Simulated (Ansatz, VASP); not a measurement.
Two plane-wave programs on CrO2

```
CELL_PARAMETERS angstrom
4.42100 0.00000 0.00000
0.00000 4.42100 0.00000
0.00000 0.00000 2.91700
ATOMIC_POSITIONS crystal
Cr 0.00000 0.00000 0.00000
Cr 0.50000 0.50000 0.50000
O 0.30100 0.30100 0.00000
O 0.19900 0.80100 0.50000
O 0.69900 0.69900 0.00000
O 0.80100 0.19900 0.50000
```

Alike in both runs: task single point; functional PBE; k mesh 4 × 4 × 6; occupations gaussian, width 0.05 eV; collinear spin; Hubbard terms Cr d U = 6.0 eV.

```csv
,VASP,Ansatz
version,VASP 6.6.1,Ansatz 0.2.0
potentials or method,"VASP PAW PBE potentials, release 64 (Cr_pv, O), cutoff 520 eV","scalar-relativistic, plane waves, PAW"
valence electrons in the cell,48,52
```

Ansatz gave:

```
gap on the k mesh at the Fermi level (eV)                     : none
pressure (GPa)                                                : 17.1
traceless stress, the component that is largest in VASP (GPa) : 2.33
rms of the force components (eV/Å)                            : 0.066
net moment per atom (μB)                                      : 0.67
size of the moment on the site where the two differ most (μB) : 2.17
```

**Question.** Estimate VASP's values.

**Answer.** gap on the k mesh at the Fermi level (eV): none; pressure (GPa): 17.2; traceless stress, the component that is largest in VASP (GPa): 4.03; rms of the force components (eV/Å): 0.095; net moment per atom (μB): 0.67; size of the moment on the site where the two differ most (μB): 2.52.

Site moments also hang on the region over which each program counts them. The programs project onto different local orbitals, so the same U acts differently, and such runs can settle in different states. Atom by atom the forces differ by 0.161 eV/Å (rms over components). A gap of «none» marks a metal or a gap that the smearing closes. VASP's potentials hold 48 valence electrons a cell and Ansatz's 52, so a difference there can come from the potentials and not from the codes. Ansatz's warnings: filled band counts differ across k points.
